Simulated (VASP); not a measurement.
Be:

```
Be
1.0
     2.09845   -1.97331   -2.01822
    -2.07506   -1.87989    1.94818
    -4.14660   -0.04666   -3.93950
Be
6
Direct
  0.74413 0.25788 0.72956
  0.27312 0.75799 0.24514
  0.25458 0.73903 0.74301
  0.74490 0.19114 0.24120
  0.99124 0.07540 0.51309
  0.49202 0.47856 0.02800
```

```yaml
Program: VASP 6.6.1
Task: relaxation of cell and atoms
Functional: PBE
Potentials_or_basis: VASP PAW PBE potentials, release 64 (Be)
Cutoff: 600 eV
k_mesh: 6 × 6 × 4
Occupations: gaussian, width 0.2 eV
Spin: no spin polarisation
```

At the start: pressure 5.8 GPa; volume 10.56 Å³/atom.

**Question.** How do energy, volume and symmetry change on relaxing?

**Answer.** Over 33 steps the energy falls by 868.4 meV/atom and the volume is 8.54 Å³/atom (-19.1 %); space group P-1 (No. 2, to 0.05 Å).

Step by step:
| step | energy change (eV) | largest force (eV/Å) | pressure (GPa) | volume (Å³) |
| --- | --- | --- | --- | --- |
| 1 | 0.0000 | 3.6651 | 5.84 | 63.34 |
| 2 | -0.9873 | 1.6006 | -2.18 | 66.89 |
| 3 | -0.9895 | 1.4793 | -2.00 | 66.70 |
| 4 | -1.2324 | 0.9703 | -2.27 | 65.86 |
| 5 | -1.3145 | 1.2942 | -1.70 | 65.00 |
| 6 | -1.5222 | 1.2539 | -1.24 | 63.84 |
| 7 | -2.0996 | 1.5516 | 1.31 | 60.29 |
| 8 | -1.8249 | 3.5895 | 15.64 | 53.00 |
| 9 | -2.3090 | 1.8957 | 3.74 | 58.26 |
| 10 | -2.3623 | 2.2284 | 6.19 | 56.74 |
| 11 | -2.4767 | 2.2344 | 6.26 | 56.47 |
| 12 | -2.6813 | 2.2729 | 7.06 | 55.56 |
| 13 | -2.9076 | 1.9974 | 5.34 | 55.94 |
| 14 | -3.4718 | 1.5005 | 0.80 | 57.01 |
| 15 | -4.1310 | 0.8387 | -5.76 | 58.88 |
| 16 | -3.9052 | 1.6739 | -11.00 | 61.38 |
| 17 | -4.2531 | 1.1523 | -8.99 | 60.10 |
| 18 | -4.2577 | 1.0649 | -8.40 | 59.84 |
| 19 | -4.4876 | 1.0485 | -7.22 | 58.13 |
| 20 | -4.7950 | 1.0908 | -3.21 | 54.25 |
| 21 | -4.8166 | 1.2634 | -1.10 | 52.78 |
| 22 | -4.9989 | 0.8843 | 0.31 | 51.48 |
| 23 | -5.1068 | 0.4986 | 4.50 | 49.23 |
| 24 | -5.1102 | 0.5029 | 3.70 | 49.57 |
| 25 | -5.1771 | 0.2273 | 0.81 | 50.75 |
| 26 | -5.1860 | 0.1717 | -0.59 | 51.41 |
| 27 | -5.1949 | 0.1567 | -0.23 | 51.31 |
| 28 | -5.1994 | 0.1611 | 0.28 | 51.17 |
| 29 | -5.2050 | 0.0860 | 0.00 | 51.27 |
| 30 | -5.2072 | 0.0733 | -0.29 | 51.38 |
| 31 | -5.2097 | 0.0533 | 0.02 | 51.23 |
| 32 | -5.2097 | 0.0522 | 0.09 | 51.20 |
| 33 | -5.2104 | 0.0186 | 0.01 | 51.24 |

Final structure:
```
CELL_PARAMETERS angstrom
2.08883 -1.87018 -2.47123
-2.61803 -1.74132 1.74622
-3.74091 -1.30294 -3.11763
ATOMIC_POSITIONS crystal
Be 0.62011 0.25776 0.76931
Be 0.11871 0.75783 0.26941
Be 0.33336 0.66646 0.66661
Be 0.83374 0.16730 0.16638
Be 0.04645 0.07492 0.56413
Be 0.54763 0.57572 0.06416
```

Caveat: the volume moved by over 15 % at a fixed basis, so the end points are rough.
